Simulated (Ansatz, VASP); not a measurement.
GdIn: VASP beside Ansatz

```
Gd In
1.0
     3.88040    0.00000    0.00000
     0.00000    3.88040    0.00000
     0.00000    0.00000    3.88040
Gd In
1 1
Direct
  0.00000 0.00000 0.00000
  0.50000 0.50000 0.50000
```

Alike in both runs: task single point; functional PBEsol; k mesh 8 × 8 × 8; occupations fermi-dirac, width 0.1 eV; collinear spin.

```csv
,VASP,Ansatz
version,VASP 6.6.1,Ansatz 0.2.0
potentials or method,"VASP PAW PBE potentials, release 64 (Gd, In_d), cutoff 520 eV",all-electron (LAPW or listed datasets)
```

Ansatz gave:

```
net moment per atom (μB)                                      : 3.58
size of the moment on the site where the two differ most (μB) : 7.09
```

Problem. Estimate VASP's values.

Solution. net moment per atom (μB): 3.59; size of the moment on the site where the two differ most (μB): 6.80.

VASP's potentials were made for PBE, not for PBEsol. Site moments also hang on the region over which each program counts them. Ansatz ran all-electron here, and VASP with PAW potentials.

Spin-orbit coupling is off throughout.
